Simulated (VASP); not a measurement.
A run of VASP 6.6.1:

INCAR

```
SYSTEM = Ga
PREC     = Accurate       ! precision mode
ENCUT    = 520            ! plane-wave cutoff, eV
EDIFF    = 1E-6           ! SCF threshold, eV
ISMEAR   = 0              ! smearing method
SIGMA    = 0.1            ! smearing width, eV
LREAL    = .False.        ! projectors in reciprocal space
LASPH    = .True.         ! aspherical terms in the spheres
NELM     = 80             ! most SCF steps
ALGO     = Fast           ! electronic algorithm
ISIF     = 2              ! what is computed and relaxed
LWAVE    = .False.        ! write WAVECAR
LCHARG   = .False.        ! write CHGCAR
GGA      = PE             ! functional
NBANDS   = 90             ! bands
KPAR     = 4
```

The input KPOINTS:

```
Automatic mesh
0
Gamma
  6 6 8
  0 0 0
```

The input POSCAR:

```
Ga
1.0
    7.7358807755      0.0000000000      0.0000000000
   -3.8679403878      6.6994692723      0.0000000000
    0.0000000000      0.0000000000      4.6564768292
Ga
12
Direct
    0.3229589873      0.3333333333      0.4174801856
    0.9896256539      0.6666666667      0.4174801856
    0.6562923206      0.0000000000      0.4174801856
    0.5103743461      0.3333333333      0.9174801856
    0.1770410127      0.6666666667      0.9174801856
    0.8437076794      0.0000000000      0.9174801856
    0.0103743461      0.3333333333      0.5825198144
    0.6770410127      0.6666666667      0.5825198144
    0.3437076794      0.0000000000      0.5825198144
    0.8229589873      0.3333333333      0.0825198144
    0.4896256539      0.6666666667      0.0825198144
    0.1562923206      0.0000000000      0.0825198144
```

Potentials or basis: VASP PAW PBE potentials, release 64 (Ga_d).

Launch:

```bash
$ cat potpaw_PBE.64/Ga_d/POTCAR > POTCAR
$ mpirun -np 4 vasp_std > vasp.out
```

Hardware: 4 MPI ranks on Intel(R) Xeon(R) Platinum 8259CL CPU @ 2.50GHz (Skylake/Cascade Lake), on a shared host.

Question: Estimate the wall time of this run.

Answer: Wall time 8 min on 4 MPI ranks on Intel(R) Xeon(R) Platinum 8259CL CPU @ 2.50GHz (Skylake/Cascade Lake) (shared host), peak memory 0.97 GiB a rank. Counts: scf iterations 14, k points 65.
